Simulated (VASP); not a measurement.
Wanted: the native input for a VASP 6.6.1 run.

```
Task                   : single point
Functional             : PBEsol
Potentials or basis    : VASP PAW PBE potentials, release 64 (Sr_sv, Ti_sv, O)
Cutoff                 : 520 eV
k mesh                 : 8 × 8 × 8
Occupations            : gaussian, width 0.05 eV
Spin                   : no spin polarisation
Dipole correction      : no
Further INCAR settings : ALGO = Normal; EDIFF = 1e-06; NBANDS = 51
```

The structure of SrTiO3 lies in POSCAR:

```
SrTiO3
1.0
   -2.7435446834      2.7709801302      3.9043133139
    2.7435446834     -2.7709801302      3.9043133139
    2.7435446834      2.7709801302     -3.9043133139
Sr Ti O
2 2 6
Direct
    0.7500000000      0.2500000000      0.5000000000
    0.2500000000      0.7500000000      0.5000000000
    0.0000000000      0.0000000000      0.0000000000
    0.5000000000      0.5000000000      0.0000000000
    0.2500000000      0.2500000000      0.0000000000
    0.7500000000      0.7500000000      0.0000000000
    0.7253545255      0.2253545255      0.9507090510
    0.2253545255      0.2746454745      0.5000000000
    0.2746454745      0.7746454745      0.0492909490
    0.7746454745      0.7253545255      0.5000000000
```

This cell differs from its parent crystal: strain +0.0100 x Voigt [0, 1, 0, 0, 0, 0].

The input as run:

INCAR

```
ALGO = Normal
EDIFF = 1E-6
ENCUT = 520
GGA = PS
ISIF = 2
ISMEAR = 0
LASPH = True
LCHARG = False
LREAL = False
LWAVE = False
NBANDS = 51
NELM = 80
PREC = Accurate
SIGMA = 0.05
```

KPOINTS

```
k-points
0
Gamma
  8 8 8
```

Potentials or basis: VASP PAW PBE potentials, release 64 (Sr_sv, Ti_sv, O).

Run with:

```sh
$ cat potpaw_PBE.64/Sr_sv/POTCAR potpaw_PBE.64/Ti_sv/POTCAR potpaw_PBE.64/O/POTCAR > POTCAR
$ mpirun -np 1 vasp_std > vasp.out
```

It gave:

| Quantity | Value |
| --- | --- |
| Pressure | -1.1 GPa |
| Largest force | 0.023 eV/Å |
| Band gap on the k mesh | 1.90 eV, indirect (the least direct gap lies 4.9 meV higher) |

Caveat: the cell differs from its parent crystal (strain +0.0100 x Voigt [0, 1, 0, 0, 0, 0]); the PAW data sets were made with another functional, which shifts forces and pressure a little.

Wall time 13 min on 1 thread of Intel(R) Xeon(R) Platinum 8259CL CPU @ 2.50GHz (Skylake/Cascade Lake) (shared host), peak memory 0.59 GiB.
